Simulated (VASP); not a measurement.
Input of a VASP 6.6.1 run:

File POSCAR:

```
MgI2
1.0
    4.1566377955      0.0000000000      0.0000000000
   -2.0783188977      3.5997539252      0.0000000000
    0.0000000000      0.0000000000      6.8756120274
Mg I
1 2
Direct
    0.0000000000      0.0000000000      0.0000000000
    0.3333333333      0.6666666667      0.2425739793
    0.6666666667      0.3333333333      0.7574260207
```

The input INCAR.step1:

```
SYSTEM = MgI2
PREC     = Accurate       ! precision mode
ENCUT    = 520            ! plane-wave cutoff, eV
ISMEAR   = 0              ! smearing method
SIGMA    = 0.01           ! smearing width, eV
LREAL    = .False.        ! projectors in reciprocal space
LASPH    = .True.         ! aspherical terms in the spheres
NELM     = 60             ! most SCF steps
NBANDS   = 15             ! bands
GGA      = PE             ! functional
ALGO     = Normal         ! electronic algorithm
EDIFF    = 1E-4           ! SCF threshold, eV
LWAVE    = .True.         ! write WAVECAR
LCHARG   = .False.        ! write CHGCAR
```

Contents of INCAR.step2:

```
SYSTEM = MgI2
PREC     = Accurate       ! precision mode
ENCUT    = 520            ! plane-wave cutoff, eV
EDIFF    = 1E-7           ! SCF threshold, eV
ISMEAR   = 0              ! smearing method
SIGMA    = 0.01           ! smearing width, eV
LREAL    = .False.        ! projectors in reciprocal space
LASPH    = .True.         ! aspherical terms in the spheres
NELM     = 60             ! most SCF steps
ALGO     = Normal         ! electronic algorithm
ISIF     = 2              ! what is computed and relaxed
LWAVE    = .False.        ! write WAVECAR
LCHARG   = .False.        ! write CHGCAR
METAGGA  = R2SCAN         ! meta-GGA
LMIXTAU  = .True.       
NBANDS   = 15             ! bands
ISTART   = 1
```

Contents of KPOINTS:

```
Automatic mesh
0
Gamma
  12 12 4
  0 0 0
```

Potentials or basis: VASP PAW PBE potentials, release 64 (Mg, I).

The run is started by

```bash
$ cat potpaw_PBE.64/Mg/POTCAR potpaw_PBE.64/I/POTCAR > POTCAR
$ cp INCAR.step1 INCAR
$ mpirun -np 1 vasp_std > vasp.out
$ cp INCAR.step2 INCAR
$ mpirun -np 1 vasp_std > vasp.out
```

Task: Estimate the pressure.

Result: 0.5 GPa.

Task: Estimate the band gap on the k mesh.

Result: 4.10 eV (least direct gap 4.48 eV).

Task: What does it give for the largest force?

Result: 0.043 eV/Å.

Forces in eV/Å, atoms in the order of the input:
```
Mg   0.000  0.000  0.000
I    0.000  0.000 -0.043
I    0.000  0.000  0.043
```

Caveat: the PAW data sets were made with another functional, which shifts forces and pressure a little; spin-orbit coupling is left out, which moves the levels of the heavy elements. r2SCAN opens gaps a little over a GGA but as a rule still falls short of measured ones.
